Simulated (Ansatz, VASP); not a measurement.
Al3WO2: VASP beside Ansatz

```xyz
6
Lattice="2.8718 0.0000 0.0000 -1.4359 2.4871 0.0000 0.0000 0.0000 10.1810" Properties=species:S:1:pos:R:3 pbc="T T T"
Al    0.0000    1.6580    8.0788
Al    1.4359    0.8290    2.1022
Al    0.0000    0.0000    5.0905
W     0.0000    0.0000    0.0000
O     0.0000    1.6580    4.0881
O     1.4359    0.8290    6.0929
```

Alike in both runs: functional PBE; k mesh 18 × 18 × 4; occupations gaussian, width 0.1 eV; no spin polarisation.

Ansatz relaxed the structure, and its values are those at the end. VASP's run is a single point on that final structure, the one shown.

|  | VASP | Ansatz |
| --- | --- | --- |
| version | VASP 6.6.1 | Ansatz 0.2.0 |
| potentials or method | VASP PAW PBE potentials, release 64 (Al, W_sv, O), cutoff 520 eV | scalar-relativistic, plane waves, PAW |
| valence electrons in the cell | 35 | 35 |

```tsv
	VASP	Ansatz	Ansatz less VASP
gap on the k mesh at the Fermi level (eV)	none	none	-
pressure (GPa)	0.0	0.0	-0.04
```

A gap of «none» marks a metal or a gap that the smearing closes. The functional is the same, so the differences come from potentials, cutoffs and numerics.

Neither program's run includes spin-orbit coupling.
